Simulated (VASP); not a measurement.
Input of a VASP 6.6.1 run:

Contents of INCAR:

```
SYSTEM = BN
PREC = Accurate ; ENCUT = 600
EDIFF = 1E-6 ; ISMEAR = 0
SIGMA = 0.01 ; LREAL = .FALSE.
LASPH = .TRUE. ; NELM = 120
ALGO = Normal ; ISIF = 2
LWAVE = .FALSE. ; LCHARG = .FALSE.
GGA = CA ; NBANDS = 11
GGA_COMPAT = .FALSE.
```

The input KPOINTS:

```
regular mesh
0
G
  8 8 8
  0 0 0
```

Contents of POSCAR:

```
BN
1.0
    0.0000000000      1.8075000000      1.8075000000
    1.8075000000      0.0000000000      1.8075000000
    1.8075000000      1.8075000000      0.0000000000
B N
1 1
Direct
    0.0000000000      0.0000000000      0.0000000000
    0.7500000000      0.7500000000      0.7500000000
```

Potentials or basis: VASP PAW LDA potentials, release 64 (B, N).

Command:

```sh
$ cat potpaw_LDA.64/B/POTCAR potpaw_LDA.64/N/POTCAR > POTCAR
$ mpirun -np 1 vasp_std > vasp.out
```

**Question.** Estimate the band gap on the k mesh.

**Answer.** 4.34 eV (least direct gap 8.68 eV).

**Question.** Predict the pressure.

**Answer.** -10.3 GPa.

Caveat: the cell stands under tension. A hybrid or GW would open this gap; LDA tends to underestimate it.
